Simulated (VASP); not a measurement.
Set up this calculation in VASP 6.6.1, as the native input.

```
Task                   : single point
Functional             : PBE
Potentials or basis    : VASP PAW PBE potentials, release 64 (Nb_sv, Si, O)
Cutoff                 : 520 eV
k mesh                 : 6 × 6 × 6
Occupations            : gaussian, width 0.1 eV
Spin                   : no spin polarisation
Dipole correction      : no
Further INCAR settings : ALGO = Normal; EDIFF = 1e-06; NBANDS = 28
```

The structure of Nb2Si2O lies in POSCAR:

```
Nb2Si2O
1.0
   -2.5577347030      2.5577347030      3.1404075868
    2.5577347030     -2.5577347030      3.1404075868
    2.5577347030      2.5577347030     -3.1404075868
Nb Si O
2 2 1
Direct
    0.7500000000      0.2500000000      0.5000000000
    0.2500000000      0.7500000000      0.5000000000
    0.2836698020      0.2836698020      0.0000000000
    0.7163301980      0.7163301980      0.0000000000
    0.0000000000      0.0000000000      0.0000000000
```

The cell was built from a structure type or drawn by symmetry, and may not be a known phase.

One way to write it, as run:

INCAR

```
ALGO = Normal
EDIFF = 1E-6
ENCUT = 520
GGA = PE
ISIF = 2
ISMEAR = 0
LASPH = True
LCHARG = False
LREAL = False
LWAVE = False
NBANDS = 28
NELM = 100
PREC = Accurate
SIGMA = 0.1
```

KPOINTS

```
k-points
0
Gamma
  6 6 6
```

Potentials or basis: VASP PAW PBE potentials, release 64 (Nb_sv, Si, O).

Run with:

```sh
$ cat potpaw_PBE.64/Nb_sv/POTCAR potpaw_PBE.64/Si/POTCAR potpaw_PBE.64/O/POTCAR > POTCAR
$ mpirun -np 1 vasp_std > vasp.out
```

Results of the run:

```yaml
Pressure: -0.4 GPa
Largest_force: 0.011 eV/Å
Band_gap_on_the_k_mesh: zero (bands 20 and 21 overlap by 0.69 eV)
```

It took 49 s on 1 thread of Intel(R) Xeon(R) 6975P-C (Granite Rapids), with other jobs on the host, peak memory 0.22 GiB.
